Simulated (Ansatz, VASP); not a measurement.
## WCl2F4: VASP beside Ansatz

```
CELL_PARAMETERS angstrom
7.08273 0.00000 0.00000
0.00000 7.08273 0.00000
0.00000 0.00000 8.25917
ATOMIC_POSITIONS crystal
W 0.50000 0.50000 0.50000
W 0.00000 0.00000 0.00000
Cl 0.27149 0.72851 0.50000
Cl 0.72851 0.27149 0.50000
Cl 0.22851 0.22851 0.00000
Cl 0.77149 0.77149 0.00000
F 0.50000 0.50000 0.72545
F 0.50000 0.50000 0.27455
F 0.68593 0.68593 0.50000
F 0.31407 0.31407 0.50000
F 0.00000 0.00000 0.77455
F 0.00000 0.00000 0.22545
F 0.18593 0.81407 0.00000
F 0.81407 0.18593 0.00000
```

Alike in both runs: functional PBE; k mesh 4 × 4 × 4; occupations gaussian, width 0.02 eV; no spin polarisation.

Ansatz relaxed the structure, and its values are those at the end. VASP's run is a single point on that final structure, the one shown.

|  | VASP | Ansatz |
| --- | --- | --- |
| version | VASP 6.6.1 | Ansatz 0.2.0 |
| potentials or method | VASP PAW PBE potentials, release 64 (W_sv, Cl, F), cutoff 520 eV | scalar-relativistic, plane waves, PAW |
| valence electrons in the cell | 112 | 112 |

VASP gave:

```
gap on the k mesh at the Fermi level (eV) : 3.12
least direct gap on the mesh (eV)         : 3.12
pressure (GPa)                            : 0.6
rms of the force components (eV/Å)        : 0.172
```

**Question.** Which values does Ansatz return?

**Answer.** gap on the k mesh at the Fermi level (eV): 3.12; least direct gap on the mesh (eV): 3.12; pressure (GPa): 0.0; rms of the force components (eV/Å): 0.000.

One of these differences is far larger than is usual between the two programs; its cause wasn't traced. Ansatz's warnings: xc potential rough in thin density.

Neither program's run includes spin-orbit coupling.
